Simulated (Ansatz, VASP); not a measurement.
**Se: VASP beside Ansatz**

```xyz
2
Lattice="1.7766 -1.0257 2.9039 0.0000 2.0515 2.9039 -1.7766 -1.0257 2.9039" Properties=species:S:1:pos:R:3 pbc="T T T"
Se    0.0000    0.0000    2.1779
Se    0.0000    0.0000   -2.1779
```

Change from the starting cell: volume scaled by 0.7, LAPW.

Alike in both runs: task single point; functional PBE; k mesh 13 × 13 × 13; occupations fermi-dirac, width 0.08 eV; no spin polarisation.

|  | VASP | Ansatz |
| --- | --- | --- |
| version | VASP 6.6.1 | Ansatz 0.2.0 |
| potentials or method | VASP PAW PBE potentials, release 64 (Se), cutoff 520 eV | all-electron LAPW, scalar-relativistic |

VASP gave:

- pressure (GPa): 56.0
- traceless stress, the component that is largest in VASP (GPa): 0.06

Estimate Ansatz's values.

pressure (GPa): 55.4; traceless stress, the component that is largest in VASP (GPa): 0.06.

Both programs put the cell under a high pressure, so it lies far from rest at this level. Ansatz ran all-electron here, and VASP with PAW potentials.
